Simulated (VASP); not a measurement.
# K (P6_3/mmc) in VASP: a series of runs, part 2 of 2

VASP 6.6.1. Earlier steps stand in the parts before.

### 3 Single point, PBE (z stretched by -4 % at fixed volume)

INCAR

```
SYSTEM = K
PREC = Accurate
ENCUT = 520
EDIFF = 1E-7
ISMEAR = -1
SIGMA = 0.03
LREAL = .FALSE.
LASPH = .TRUE.
NELM = 60
ALGO = Normal
ISIF = 2
LWAVE = .FALSE.
LCHARG = .FALSE.
GGA = PE
NBANDS = 16
```

KPOINTS

```
regular mesh
0
G
  12 12 6
  0 0 0
```

POSCAR

```
K
1.0
    4.8112211123      0.0000000000      0.0000000000
   -2.4056105561      4.1666397064      0.0000000000
    0.0000000000      0.0000000000      7.3939809520
K
2
Direct
    0.3333333333      0.6666666667      0.2500000000
    0.6666666667      0.3333333333      0.7500000000
```

Potentials or basis: VASP PAW PBE potentials, release 64 (K_sv).

Command:

```console
$ cat potpaw_PBE.64/K_sv/POTCAR > POTCAR
$ mpirun -np 1 vasp_std > vasp.out
```

OUTCAR:

```text
SYSTEM = K
   PREC = Accurate
   ENCUT = 520
   EDIFF = 1E-7
   ISMEAR = -1
   LREAL = .FALSE.
   LASPH = .TRUE.
   NELM = 60
   ISIF = 2
   GGA = PE

 ion  position               nearest neighbor table
   1  0.333  0.667  0.250-
   2  0.667  0.333  0.750-

  LATTYP: Found a hexagonal cell.
 ALAT       =     4.8112211123
 C/A-ratio  =     1.5368200254

  Lattice vectors:

 A1 = (   4.8112211123,   0.0000000000,   0.0000000000)
 A2 = (  -2.4056105561,   4.1666397064,   0.0000000000)
 A3 = (   0.0000000000,   0.0000000000,   7.3939809520)

Analysis of symmetry for initial positions (statically):
=====================================================================
 Subroutine PRICEL returns:
 Original cell was already a primitive cell.

 Routine SETGRP: Setting up the symmetry group for a
 hexagonal supercell.

 Subroutine GETGRP returns: Found 24 space group operations
 (whereof 12 operations were pure point group operations)
 out of a pool of 24 trial point group operations.

The static configuration has the point symmetry D_3d.
 The point group associated with its full space group is D_6h.

Analysis of symmetry for dynamics (positions and initial velocities):
=====================================================================
 Subroutine PRICEL returns:
 Original cell was already a primitive cell.

 Routine SETGRP: Setting up the symmetry group for a
 hexagonal supercell.

 Subroutine GETGRP returns: Found 24 space group operations
 (whereof 12 operations were pure point group operations)
 out of a pool of 24 trial point group operations.

The dynamic configuration has the point symmetry D_3d.
 The point group associated with its full space group is D_6h.

 Subroutine INISYM returns: Found 24 space group operations
 (whereof 12 operations are pure point group operations),
 and found     1 'primitive' translations

----------------------------------------------------------------------------------------

                                     Primitive cell

  volume of cell :     148.2244

  direct lattice vectors                    reciprocal lattice vectors
     4.811221112  0.000000000  0.000000000     0.207847442  0.120000776  0.000000000
    -2.405610556  4.166639706  0.000000000     0.000000000  0.240001553  0.000000000
     0.000000000  0.000000000  7.393980952     0.000000000  0.000000000  0.135245141

  length of vectors
     4.811221112  4.811221112  7.393980952     0.240001553  0.240001553  0.135245141

  position of ions in fractional coordinates (direct lattice)
     0.333333333  0.666666667  0.250000000
     0.666666667  0.333333333  0.750000000

  ion indices of the primitive-cell ions
   primitive index   ion index
                 1           1
                 2           2

----------------------------------------------------------------------------------------

 KPOINTS: regular mesh

Automatic generation of k-mesh.
 Grid dimensions read from file:
 generate k-points for:   12   12    6

 Generating k-lattice:

  Cartesian coordinates                     Fractional coordinates (reciprocal lattice)
     0.017320620  0.010000065  0.000000000     0.083333333  0.000000000  0.000000000
     0.000000000  0.020000129  0.000000000     0.000000000  0.083333333  0.000000000
     0.000000000  0.000000000  0.022540857     0.000000000  0.000000000  0.166666667

  Length of vectors
     0.020000129  0.020000129  0.022540857

  Shift w.r.t. Gamma in fractional coordinates (k-lattice)
     0.000000000  0.000000000  0.000000000

 Subroutine IBZKPT returns following result:
 ===========================================

 Found     76 irreducible k-points:

 Following reciprocal coordinates:
            Coordinates               Weight
  0.000000  0.000000  0.000000      1.000000
  0.083333 -0.000000  0.000000      6.000000
  0.166667 -0.000000  0.000000      6.000000
  0.250000 -0.000000  0.000000      6.000000
  0.333333 -0.000000  0.000000      6.000000
  0.416667  0.000000  0.000000      6.000000
[... 16 lines left out ...]
  0.250000 -0.000000  0.166667     12.000000
  0.333333 -0.000000  0.166667     12.000000
 [... further k-points ...]
   k-points           NKPTS =     76   k-points in BZ     NKDIM =     76   number of bands    NBANDS=     16
   number of dos      NEDOS =    301   number of ions     NIONS =      2
   total plane-waves  NPLWV =  72576
   dimension x,y,z NGX =    36 NGY =   36 NGZ =   56
   dimension x,y,z NGXF=    72 NGYF=   72 NGZF=  112
   ions per type =               2
   NGX,Y,Z   is equivalent  to a cutoff of  12.44, 12.44, 12.59 a.u.
   NGXF,Y,Z  is equivalent  to a cutoff of  24.88, 24.88, 25.18 a.u.
 SYSTEM =  K
   PREC   = accura    normal or accurate (medium, high low for compatibility)
   ISTART =      0    job   : 0-new  1-cont  2-samecut
   ICHARG =      2    charge: 1-file 2-atom 10-const
   ISPIN  =      1    spin polarized calculation?
   LNONCOLLINEAR =      F non collinear calculations
   LSORBIT =      F    spin-orbit coupling
   LASPH  =      T    aspherical Exc in radial PAW
   ENCUT  =  520.0 eV  38.22 Ry    6.18 a.u.   8.95  8.95 13.75*2*pi/ulx,y,z
   NELM   =     60;   NELMIN=  2; NELMDL= -5     # of ELM steps
   EDIFF  = 0.1E-06   stopping-criterion for ELM
   LREAL  =      F    real-space projection
   EDIFFG = 0.1E-05   stopping-criterion for IOM
   NSW    =      0    number of steps for IOM
   IBRION =     -1    ionic relax: 0-MD 1-quasi-New 2-CG
   NFREE  =      0    steps in history (QN), initial steepest desc. (CG)
   ISIF   =      2    stress and relaxation
   ISYM   =      2    0-nonsym 1-usesym 2-fastsym
   POTIM  = 0.5000    time-step for ionic-motion
   TEBEG  =    0.0;   TEEND  =   0.0 temperature during run
   PSTRESS=    0.0 pullay stress
   NELECT =      18.0000    total number of electrons
   NUPDOWN=      -1.0000    fix difference up-down
   EMIN   =  10.00;   EMAX   =-10.00  energy-range for DOS
   EFERMI =   0.00;   METHOD = LEGACY
   ISMEAR =    -1;   SIGMA  =   0.03  broadening in eV -4-tet -1-fermi 0-gaus
   EFERMI_NEDOS =   21; number of points for ismear=-14 and -15
   IALGO  =     38    algorithm
   IMIX   =      4    mixing-type and parameters
     AMIX     =   0.40;   BMIX     =  1.00
     AMIX_MAG =   1.60;   BMIX_MAG =  1.00
  volume/ion in A,a.u.               =      74.11       500.13
  Fermi-wavevector in a.u.,A,eV,Ry     =   0.810698  1.531997  8.942175  0.657231
  Thomas-Fermi vector in A             =   1.919921
   LORBIT       =      0    0 simple, 1 ext, 2 COOP (PROOUT), +10 PAW based schemes
   GGA     = PE    functional components
   LHFCALC =     F    Hartree Fock is set to
   AEXX    =    0.0000 exact exchange contribution
   IVDW    =     0    specifies the selected vdW correction
   LEPSILON=     F    determine dielectric tensor
   LRPA    =     F    only Hartree local field effects (RPA)
 non-spin polarized calculation
  energy-cutoff  :      520.00
  volume of cell :      148.22
 maximum number of plane-waves:      4026
 NGX is ok and might be reduce to    36
   NGX = 17   NGY = 17   NGZ = 27

 number of electron      18.0000001 magnetization

 Free energy of the ion-electron system (eV)
  ---------------------------------------------------
  ext. energy  EPLUGINS =         0.00000000
  ---------------------------------------------------
  free energy    TOTEN  =        -2.09381365 eV

  energy without entropy =       -2.08993992  energy(sigma->0) =       -2.09187678

 E-fermi :  -0.1485     XC(G=0):  -5.6315

 val. band max:       -0.1777449648   @ k =   0.2500   0.0833   0.3333
 cond. band min:      -0.1041224677   @ k =   0.5000  -0.0000   0.0000
 fundamental gap:      0.0736224971
 Fermi energy:        -0.1484688870

 k-point     1 :       0.0000    0.0000    0.0000
  band No.  band energies     occupation
      1     -32.2697      2.00000
      2     -32.2650      2.00000
      3     -15.7944      2.00000
      4     -15.7335      2.00000
      5     -15.7335      2.00000
      6     -15.7209      2.00000
[... 8 lines left out ...]
     15       4.2763      0.00000
     16       4.2763      0.00000

 k-point     2 :       0.0833   -0.0000    0.0000
  band No.  band energies     occupation
      1     -32.2695      2.00000
      2     -32.2649      2.00000
      3     -15.7929      2.00000
      4     -15.7361      2.00000
      5     -15.7345      2.00000
      6     -15.7237      2.00000
[... 8 lines left out ...]
     15       4.3477      0.00000
     16       4.4308      0.00000
[... 387 lines left out ...]
      5     -15.7453      2.00000
      6     -15.7393      2.00000
[... 8 lines left out ...]
     15       3.9872      0.00000
     16       4.1159      0.00000

 k-point    24 :       0.3333   -0.0000    0.1667
  band No.  band energies     occupation
      1     -32.2672      2.00000
      2     -32.2648      2.00000
      3     -15.7774      2.00000
      4     -15.7586      2.00000
      5     -15.7539      2.00000
      6     -15.7424      2.00000
[... 8 lines left out ...]
     15       3.8916      0.00000
     16       4.2171      0.00000

 [... further k-points ...]
[... 5 lines left out ...]
  --------------------------------------------------------------------------------------
  -------------------------------------------------------------------------------------
  Total       -0.0900025     -0.0900025      0.1541742     -0.0000000     -0.0000000      0.0000000
  in kB       -0.9728495     -0.9728495      1.6664902     -0.0000000     -0.0000000      0.0000000
  external PRESSURE =      -0.0930696 kB  Pullay stress =       0.0000000 kB

 VOLUME and BASIS-vectors are now :
 -----------------------------------------------------------------------------
  energy-cutoff  :      520.00
  volume of cell :      148.22
      direct lattice vectors                 reciprocal lattice vectors
     4.811221112  0.000000000  0.000000000     0.207847442  0.120000776  0.000000000
    -2.405610556  4.166639706  0.000000000     0.000000000  0.240001553  0.000000000
     0.000000000  0.000000000  7.393980952     0.000000000  0.000000000  0.135245141

 POSITION                                       TOTAL-FORCE (eV/Angst)
 -----------------------------------------------------------------------------------
     -0.00000      2.77776      1.84850        -0.000000     -0.000000      0.000000
      2.40561      1.38888      5.54549         0.000000      0.000000     -0.000000
 -----------------------------------------------------------------------------------
    total drift:                               -0.000000      0.000000     -0.000000

  FREE ENERGIE OF THE ION-ELECTRON SYSTEM (eV)
  ---------------------------------------------------
  free  energy   TOTEN  =        -2.0938136452 eV

  energy  without entropy=       -2.0899399194  energy(sigma->0) =       -2.09187678
```

stdout:

```text
POSCAR found type information on POSCAR K
 POSCAR found :  1 types and       2 ions
 scaLAPACK will be used
 LDA part: xc-table for (Slater+PW92), standard interpolation
 POSCAR, INCAR and KPOINTS ok, starting setup
 FFT: planning ... GRIDC
 FFT: planning ... GRID_SOFT
 FFT: planning ... GRID
 WAVECAR not read
 entering main loop
```

It took 63 s on 1 thread of Intel Xeon 6975P-C (Granite Rapids), shared host; peak memory 0.32 GiB.

What came out:

```yaml
Free_energy: -2.0938 eV
Pressure: 0.0 GPa
Band_gap_on_the_k_mesh: zero (bands 9 and 10 overlap by 2.54 eV)
```

Stress tensor (GPa, compression positive):
```
-0.10  0.00  0.00
 0.00 -0.10  0.00
 0.00  0.00  0.17
```

Caveat: the cell differs from its parent crystal (z stretched by -4 % at fixed volume).

### 4 Relaxation of cell and atoms, PBE

This run uses another cell than the first one, of 33.37 Å³/atom.

INCAR

```
SYSTEM = K
  PREC = Accurate
  ENCUT = 600
  EDIFF = 1E-6
  ISMEAR = -1
  SIGMA = 0.03
  LREAL = .FALSE.
  LASPH = .TRUE.
  NELM = 80
  ALGO = Normal
  ISIF = 3
  LWAVE = .FALSE.
  LCHARG = .FALSE.
  GGA = PE
  IBRION = 2
  NSW = 100
  EDIFFG = -0.005
```

KPOINTS

```
Automatic mesh
0
G
  12 12 6
  0 0 0
```

POSCAR

```
K
1.0
    3.6234121306      0.0000000000      0.0000000000
   -1.8117060653      3.1379669535      0.0000000000
    0.0000000000      0.0000000000      5.8699276516
K
2
Direct
    0.3333333333      0.6666666667      0.2500000000
    0.6666666667      0.3333333333      0.7500000000
```

Command:

```console
$ cat potpaw_PBE.64/K_sv/POTCAR > POTCAR
$ mpirun -np 1 vasp_std > vasp.out
```

Wall time 4.4 min (1 thread of Intel Xeon 6975P-C (Granite Rapids), shared host); peak memory 0.24 GiB.

It converged, with:

```
Free energy                           : -2.0881 eV
Relaxed volume                        : 72.99 Å³/atom
Relaxed cell                          : a = 4.690 Å, b = 4.690 Å, c = 7.662 Å, α = 90.00°, β = 90.00°, γ = 120.00°
Space group after relaxing (to 0.1 Å) : P6_3/mmc (No. 194)
Energy gained by relaxing             : 826.2 meV/atom
Ionic steps                           : 12
Pressure after relaxing               : 0.0 GPa
Band gap on the k mesh                : zero (bands 9 and 10 overlap by 2.65 eV)
```

Step by step:
```csv
step,energy change (eV),largest force (eV/Å),pressure (GPa),volume (Å³)
1,0.0000,0.0000,12.08,66.74
2,-1.2178,0.0000,3.74,94.12
3,-1.5739,0.0000,1.11,119.86
4,-1.5620,0.0000,-0.62,184.62
5,-1.6491,0.0000,-0.16,152.18
6,-1.6522,0.0000,0.01,145.57
7,-1.6520,0.0000,-0.04,147.58
8,-1.6522,0.0000,-0.03,147.01
9,-1.6523,0.0000,0.00,145.93
10,-1.6523,0.0000,0.00,145.83
11,-1.6523,0.0000,0.00,145.87
12,-1.6523,0.0000,0.00,145.98
```

Final structure:
```
K
1.0
     4.69048    0.00000    0.00000
    -2.34524    4.06208    0.00000
     0.00000    0.00000    7.66163
K
2
Direct
  0.33333 0.66667 0.25000
  0.66667 0.33333 0.75000
```

Levels at points of the mesh, in eV from the Fermi level:
| k point | band 7 | band 8 | band 9 | band 10 | band 11 | band 12 |
| --- | --- | --- | --- | --- | --- | --- |
| (0.00, 0.00, 0.00) | -15.55 | -15.55 | -2.14 | 0.35 | 0.58 | 4.12 |
| (0.50, 0.00, 0.00) | -15.56 | -15.56 | 0.15 | 0.28 | 1.67 | 2.00 |
| (0.00, 0.00, 0.50) | -15.55 | -15.55 | -1.42 | -1.42 | 2.78 | 2.78 |
| (0.50, 0.00, 0.50) | -15.56 | -15.56 | 0.65 | 0.65 | 0.89 | 0.89 |

Caveat: the volume moved by over 15 % at a fixed basis, so the end points are rough.

### 5 The runs side by side

```csv
task,cell,cutoff (eV),gap on the mesh (eV),pressure (GPa)
single point,"a = 4.714, b = 4.714, c = 7.702 Å, angles 90.0, 90.0, 120.0°, 2 atoms",520,none,0.0
single point,"a = 4.811, b = 4.811, c = 7.394 Å, angles 90.0, 90.0, 120.0°, 2 atoms",520,none,0.0
relaxation of cell and atoms,"relaxed from a = 3.623, b = 3.623, c = 5.870 Å, angles 90.0, 90.0, 120.0°, 2 atoms",600,none,0.0
```

Alike in all rows: level PBE; potentials or basis VASP PAW PBE potentials, release 64 (K_sv); no spin polarisation; k mesh 12 × 12 × 6; smearing fermi-dirac 0.03 eV.

Caveats: the volume moved by over 15 % at a fixed basis, so the end points are rough (at least some runs).

Absolute energies hang on the potentials; compare differences alone.

The gap in the log of VASP goes by the Fermi energy; the results here count the filled bands.